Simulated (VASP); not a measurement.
# Li (Cmcm) in VASP: a series of runs

Li is run at these levels: PBE+D3(BJ); tasks: single point.

Program: VASP 6.6.1. These are calculated values, not measurements. Logs are shortened: lines on timing, memory, paths and dates and some standing lists are left out, and cuts for length are marked.

### Step 1. The cell of the first run

Symmetry: Cmcm, No. 63, orthorhombic system. The conventional cell has a = 4.143 Å, b = 4.143 Å, c = 4.143 Å, α = 90.00°, β = 90.00°, γ = 90.00°. Within 3.2 Å of Li (site symmetry m2m) lie 10 Li at 2.41 to 3.05 Å.

### Step 2. Single point, PBE+D3(BJ) (atoms displaced along a vibrational mode, the cell strained)

Contents of INCAR:

```
SYSTEM = Li
PREC = Accurate
ENCUT = 520
EDIFF = 1E-6
ISMEAR = 0
SIGMA = 0.15
LREAL = .False.
LASPH = .True.
NELM = 60
ALGO = Fast
ISIF = 2
LWAVE = .False.
LCHARG = .False.
GGA = PE
IVDW = 12
NBANDS = 10
```

Contents of KPOINTS:

```
regular mesh
0
Gamma
  16 16 12
  0 0 0
```

Contents of POSCAR:

```
Li
1.0
    0.0000000000     -2.0712727313     -2.0712727313
    0.0000000000      2.0712727313     -2.0712727313
    4.1425454626      0.0000000000      0.0000000000
Li
2
Direct
    0.6017423958      0.3982576042      0.5000000000
   -0.1017423958      0.1017423958      0.0000000000
```

Potentials or basis: VASP PAW PBE potentials, release 64 (Li_sv).

On the command line:

```console
$ cat potpaw_PBE.64/Li_sv/POTCAR > POTCAR
$ mpirun -np 1 vasp_std > vasp.out
```

OUTCAR:

```text
SYSTEM = Li
   PREC = Accurate
   ENCUT = 520
   EDIFF = 1E-6
   ISMEAR = 0
   LREAL = .False.
   LASPH = .True.
   NELM = 60
   ISIF = 2
   GGA = PE
   IVDW = 12
 IVDW          = 12

 ion  position               nearest neighbor table
   1  0.602  0.398  0.500-   2 2.41   2 2.41
   2  0.898  0.102  0.000-   1 2.41   1 2.41

  LATTYP: Found a simple tetragonal cell.
 ALAT       =     2.9292219880
 C/A-ratio  =     1.4142135624

  Lattice vectors:

 A1 = (   0.0000000000,  -2.0712727313,  -2.0712727313)
 A2 = (   0.0000000000,   2.0712727313,  -2.0712727313)
 A3 = (   4.1425454626,   0.0000000000,   0.0000000000)

Analysis of symmetry for initial positions (statically):
=====================================================================
 Subroutine PRICEL returns:
 Original cell was already a primitive cell.

 Routine SETGRP: Setting up the symmetry group for a
 simple tetragonal supercell.

 Subroutine GETGRP returns: Found  8 space group operations
 (whereof  4 operations were pure point group operations)
 out of a pool of 16 trial point group operations.

The static configuration has the point symmetry C_2v.
 The point group associated with its full space group is D_2h.

Analysis of symmetry for dynamics (positions and initial velocities):
=====================================================================
 Subroutine PRICEL returns:
 Original cell was already a primitive cell.

 Routine SETGRP: Setting up the symmetry group for a
 simple tetragonal supercell.

 Subroutine GETGRP returns: Found  8 space group operations
 (whereof  4 operations were pure point group operations)
 out of a pool of 16 trial point group operations.

The dynamic configuration has the point symmetry C_2v.
 The point group associated with its full space group is D_2h.

 Subroutine INISYM returns: Found  8 space group operations
 (whereof  4 operations are pure point group operations),
 and found     1 'primitive' translations

----------------------------------------------------------------------------------------

                                     Primitive cell

  volume of cell :      35.5445

  direct lattice vectors                    reciprocal lattice vectors
     0.000000000 -2.071272731 -2.071272731     0.000000000 -0.241397471 -0.241397471
     0.000000000  2.071272731 -2.071272731     0.000000000  0.241397471 -0.241397471
     4.142545463  0.000000000  0.000000000     0.241397471  0.000000000  0.000000000

  length of vectors
     2.929221988  2.929221988  4.142545463     0.341387578  0.341387578  0.241397471

  position of ions in fractional coordinates (direct lattice)
     0.601742396  0.398257604  0.500000000
     0.898257604  0.101742396  0.000000000

  ion indices of the primitive-cell ions
   primitive index   ion index
                 1           1
                 2           2

----------------------------------------------------------------------------------------

 KPOINTS: regular mesh

Automatic generation of k-mesh.
 Grid dimensions read from file:
 generate k-points for:   16   16   12

 Generating k-lattice:

  Cartesian coordinates                     Fractional coordinates (reciprocal lattice)
     0.000000000 -0.015087342 -0.015087342     0.062500000  0.000000000  0.000000000
     0.000000000  0.015087342 -0.015087342     0.000000000  0.062500000  0.000000000
     0.020116456  0.000000000  0.000000000     0.000000000  0.000000000  0.083333333

  Length of vectors
     0.021336724  0.021336724  0.020116456

  Shift w.r.t. Gamma in fractional coordinates (k-lattice)
     0.000000000  0.000000000  0.000000000

 Subroutine IBZKPT returns following result:
 ===========================================

 Found    511 irreducible k-points:

 Following reciprocal coordinates:
            Coordinates               Weight
  0.000000  0.000000  0.000000      1.000000
  0.062500  0.000000  0.000000      4.000000
  0.125000  0.000000  0.000000      4.000000
  0.187500  0.000000  0.000000      4.000000
  0.250000  0.000000  0.000000      4.000000
  0.312500  0.000000  0.000000      4.000000
[... 16 lines left out ...]
 -0.062500  0.437500  0.000000      4.000000
  0.500000  0.062500  0.000000      4.000000
 [... further k-points ...]
   k-points           NKPTS =    511   k-points in BZ     NKDIM =    511   number of bands    NBANDS=     10
   number of dos      NEDOS =    301   number of ions     NIONS =      2
   total plane-waves  NPLWV =  18432
   dimension x,y,z NGX =    24 NGY =   24 NGZ =   32
   dimension x,y,z NGXF=    48 NGYF=   48 NGZF=   64
   ions per type =               2
   NGX,Y,Z   is equivalent  to a cutoff of  13.62, 13.62, 12.84 a.u.
   NGXF,Y,Z  is equivalent  to a cutoff of  27.24, 27.24, 25.68 a.u.
 SYSTEM =  Li
   PREC   = accura    normal or accurate (medium, high low for compatibility)
   ISTART =      0    job   : 0-new  1-cont  2-samecut
   ICHARG =      2    charge: 1-file 2-atom 10-const
   ISPIN  =      1    spin polarized calculation?
   LNONCOLLINEAR =      F non collinear calculations
   LSORBIT =      F    spin-orbit coupling
   LASPH  =      T    aspherical Exc in radial PAW
   ENCUT  =  520.0 eV  38.22 Ry    6.18 a.u.   5.45  5.45  7.70*2*pi/ulx,y,z
   NELM   =     60;   NELMIN=  2; NELMDL= -5     # of ELM steps
   EDIFF  = 0.1E-05   stopping-criterion for ELM
   LREAL  =      F    real-space projection
   EDIFFG = 0.1E-04   stopping-criterion for IOM
   NSW    =      0    number of steps for IOM
   IBRION =     -1    ionic relax: 0-MD 1-quasi-New 2-CG
   NFREE  =      0    steps in history (QN), initial steepest desc. (CG)
   ISIF   =      2    stress and relaxation
   ISYM   =      2    0-nonsym 1-usesym 2-fastsym
   POTIM  = 0.5000    time-step for ionic-motion
   TEBEG  =    0.0;   TEEND  =   0.0 temperature during run
   PSTRESS=    0.0 pullay stress
   NELECT =       6.0000    total number of electrons
   NUPDOWN=      -1.0000    fix difference up-down
   EMIN   =  10.00;   EMAX   =-10.00  energy-range for DOS
   EFERMI =   0.00;   METHOD = LEGACY
   ISMEAR =     0;   SIGMA  =   0.15  broadening in eV -4-tet -1-fermi 0-gaus
   EFERMI_NEDOS =   21; number of points for ismear=-14 and -15
   IALGO  =     68    algorithm
   IMIX   =      4    mixing-type and parameters
     AMIX     =   0.40;   BMIX     =  1.00
     AMIX_MAG =   1.60;   BMIX_MAG =  1.00
  volume/ion in A,a.u.               =      17.77       119.93
  Fermi-wavevector in a.u.,A,eV,Ry     =   0.904763  1.709753 11.137666  0.818595
  Thomas-Fermi vector in A             =   2.028249
   LORBIT       =      0    0 simple, 1 ext, 2 COOP (PROOUT), +10 PAW based schemes
   GGA     = PE    functional components
   LHFCALC =     F    Hartree Fock is set to
   AEXX    =    0.0000 exact exchange contribution
   IVDW    =    12    specifies the selected vdW correction
   LEPSILON=     F    determine dielectric tensor
   LRPA    =     F    only Hartree local field effects (RPA)
 non-spin polarized calculation
 RMM-DIIS sequential band-by-band and
 Gauss-broadening in eV      SIGMA  =   0.15
  energy-cutoff  :      520.00
  volume of cell :       35.54
 maximum number of plane-waves:       999
 NGX is ok and might be reduce to    24
   NGX = 11   NGY = 11   NGZ = 15

 number of electron       5.9999988 magnetization

 Free energy of the ion-electron system (eV)
  ---------------------------------------------------
  ext. energy  EPLUGINS =         0.00000000
  ---------------------------------------------------
  free energy    TOTEN  =        -3.49857718 eV

  energy without entropy =       -3.49017112  energy(sigma->0) =       -3.49437415

 E-fermi :   1.0929     XC(G=0):  -7.3698

 val. band max:        1.0869788627   @ k =   0.5000   0.1875   0.3333
 cond. band min:       1.1031538626   @ k =   0.3125   0.1875   0.4167
 fundamental gap:      0.0161749999
 Fermi energy:         1.0929361873

 k-point     1 :       0.0000    0.0000    0.0000
  band No.  band energies     occupation
      1     -45.5954      2.00000
      2     -45.5123      2.00000
      3      -2.6773      2.00000
      4       2.4318      0.00000
      5       6.3108      0.00000
      6      10.8279      0.00000
      7      11.1408      0.00000
      8      11.3201      0.00000
      9      13.0347      0.00000
     10      17.6175      0.00000

 k-point     2 :       0.0625    0.0000    0.0000
  band No.  band energies     occupation
      1     -45.5947      2.00000
      2     -45.5120      2.00000
      3      -2.6290      2.00000
      4       2.4968      0.00000
      5       6.2750      0.00000
      6       9.7601      0.00000
      7      11.0607      0.00000
      8      12.2680      0.00000
      9      13.3218      0.00000
     10      16.9844      0.00000

 k-point     3 :       0.1250    0.0000    0.0000
  band No.  band energies     occupation
      1     -45.5929      2.00000
      2     -45.5117      2.00000
      3      -2.4851      2.00000
      4       2.6912      0.00000
      5       6.0775      0.00000
      6       8.6299      0.00000
      7      11.1933      0.00000
      8      12.6220      0.00000
      9      14.0710      0.00000
     10      15.5376      0.00000

 k-point     4 :       0.1875    0.0000    0.0000
  band No.  band energies     occupation
      1     -45.5901      2.00000
      2     -45.5112      2.00000
      3      -2.2458      2.00000
      4       3.0132      0.00000
      5       5.4871      0.00000
      6       8.0254      0.00000
      7      11.3892      0.00000
      8      12.7179      0.00000
      9      13.9273      0.00000
     10      14.3201      0.00000
[... 222 lines left out ...]
 k-point    22 :       0.4375    0.0625    0.0000
  band No.  band energies     occupation
      1     -45.5781      2.00000
      2     -45.5093      2.00000
      3      -0.3922      2.00000
      4       1.7242      0.00000
      5       5.3744      0.00000
      6       8.6429      0.00000
      7       8.6804      0.00000
      8      10.3461      0.00000
      9      13.7705      0.00000
     10      14.4380      0.00000

 k-point    23 :      -0.0625    0.4375    0.0000
  band No.  band energies     occupation
      1     -45.5781      2.00000
      2     -45.5093      2.00000
      3      -0.3821      2.00000
      4       1.7050      0.00000
      5       5.3779      0.00000
      6       8.4814      0.00000
      7       8.6332      0.00000
      8      11.0200      0.00000
      9      13.1615      0.00000
     10      14.2056      0.00000

 k-point    24 :       0.5000    0.0625    0.0000
  band No.  band energies     occupation
      1     -45.5774      2.00000
      2     -45.5092      2.00000
      3      -0.0632      2.00000
      4       1.2897      0.06355
      5       5.7161      0.00000
      6       8.1677      0.00000
      7       8.6844      0.00000
      8      10.5804      0.00000
      9      13.7394      0.00000
     10      14.0680      0.00000

 [... further k-points ...]

------------------------ aborting loop because EDIFF is reached ----------------------------------------

 Edisp (eV)   -0.38866

 E8    (eV) :    -0.1625

  FORCE on cell =-STRESS in cart. coord.  units (eV):
  Direction    XX          YY          ZZ          XY          YZ          ZX
  --------------------------------------------------------------------------------------
  -------------------------------------------------------------------------------------
  Total       1.37085    -0.27794    -0.60275     0.00000     0.00000     0.00000
  in kB      61.79157   -12.52843   -27.16924     0.00000     0.00000     0.00000
  external pressure =        7.36 kB  Pullay stress =        0.00 kB

 VOLUME and BASIS-vectors are now :
 -----------------------------------------------------------------------------
  energy-cutoff  :      520.00
  volume of cell :       35.54
      direct lattice vectors                 reciprocal lattice vectors
     0.000000000 -2.071272731 -2.071272731     0.000000000 -0.241397471 -0.241397471
     0.000000000  2.071272731 -2.071272731     0.000000000  0.241397471 -0.241397471
     4.142545463  0.000000000  0.000000000     0.241397471  0.000000000  0.000000000

 POSITION                                       TOTAL-FORCE (eV/Angst)
 -----------------------------------------------------------------------------------
      2.07127     -0.42147     -2.07127         0.000000      0.634430      0.000000
      0.00000     -1.64980     -2.07127         0.000000     -0.634430      0.000000
 -----------------------------------------------------------------------------------
    total drift:                               -0.000000     -0.000000      0.000000

  FREE ENERGIE OF THE ION-ELECTRON SYSTEM (eV)
  ---------------------------------------------------
  free  energy   TOTEN  =        -3.8872400827 eV

  energy  without entropy=       -3.8788340251  energy(sigma->0) =       -3.88303705
```

Wall time 2.9 min (1 thread of Intel Xeon 8259CL, shared host); peak memory 0.26 GiB.

What came out:

- Free energy: -3.8872 eV
- Largest force: 0.634 eV/Å
- Band gap on the k mesh: zero (bands 3 and 4 overlap by 5.27 eV)
- Dispersion energy per atom: -0.194 eV

Forces on the atoms (eV/Å):
```
Li   0.000  0.634  0.000
Li   0.000 -0.634  0.000
```

Caveat: the cell differs from its parent crystal (atoms displaced along a vibrational mode, the cell strained); the cutoff is under 1.25 times the usual one of these potentials, so pressure, stress and relaxed cells hold a basis-set (Pulay) error.

### Step 3. Single point, PBE+D3(BJ) (atoms displaced along a vibrational mode, the cell strained)

Contents of INCAR:

```
  ALGO = Fast
  EDIFF = 1E-6
  ENCUT = 520
  GGA = PE
  ISIF = 2
  ISMEAR = 0
  IVDW = 12
  LASPH = T
  LCHARG = T
  LELF = T
  LREAL = F
  LVHAR = T
  LWAVE = F
  NBANDS = 10
  NELM = 60
  PREC = Accurate
  SIGMA = 0.15
```

Contents of KPOINTS:

```
k-points
0
Gamma
  16 16 12
```

Contents of POSCAR:

```
Li
1.0
    0.0000000000     -2.0712727313     -2.0712727313
    0.0000000000      2.0712727313     -2.0712727313
    4.1425454626      0.0000000000      0.0000000000
Li
2
Direct
    0.5610454375      0.4389545625      0.5000000000
   -0.0610454375      0.0610454375      0.0000000000
```

Potentials or basis: VASP PAW PBE potentials, release 64 (Li_sv).

On the command line:

```console
$ cat potpaw_PBE.64/Li_sv/POTCAR > POTCAR
$ mpirun -np 1 vasp_std > vasp.out
```

Wall time 3.6 min (1 thread of Intel Xeon 8259CL, shared host); peak memory 0.26 GiB.

Results (log left out):

- Free energy: -4.0654 eV
- Largest force: 0.414 eV/Å
- Band gap on the k mesh: zero (bands 3 and 4 overlap by 5.52 eV)
- Dispersion energy per atom: -0.194 eV

Forces in eV/Å, atoms in the order of the input:
```
Li   0.000  0.414  0.000
Li   0.000 -0.414  0.000
```

Levels at points of the mesh, in eV from the Fermi level:
| k point | band 1 | band 2 | band 3 | band 4 | band 5 | band 6 | band 7 | band 8 |
| --- | --- | --- | --- | --- | --- | --- | --- | --- |
| (0.00, 0.00, 0.00) | -46.45 | -46.40 | -3.74 | 1.52 | 5.20 | 9.40 | 9.49 | 10.94 |
| (0.50, 0.00, 0.00) | -46.43 | -46.40 | -0.96 | -0.15 | 5.13 | 6.61 | 8.29 | 9.58 |
| (0.50, 0.50, 0.00) | -46.41 | -46.39 | 1.59 | 1.91 | 4.29 | 5.21 | 8.43 | 9.17 |
| (0.00, 0.00, 0.50) | -46.42 | -46.42 | -2.17 | -2.17 | 10.89 | 10.89 | 11.26 | 11.26 |
| (0.50, 0.00, 0.50) | -46.41 | -46.41 | -0.06 | -0.06 | 3.22 | 3.22 | 13.62 | 13.62 |
| (0.50, 0.50, 0.50) | -46.40 | -46.40 | 3.35 | 3.35 | 3.73 | 3.73 | 5.26 | 5.26 |

Caveat: the cell differs from its parent crystal (atoms displaced along a vibrational mode, the cell strained); the cutoff is under 1.25 times the usual one of these potentials, so pressure, stress and relaxed cells hold a basis-set (Pulay) error.
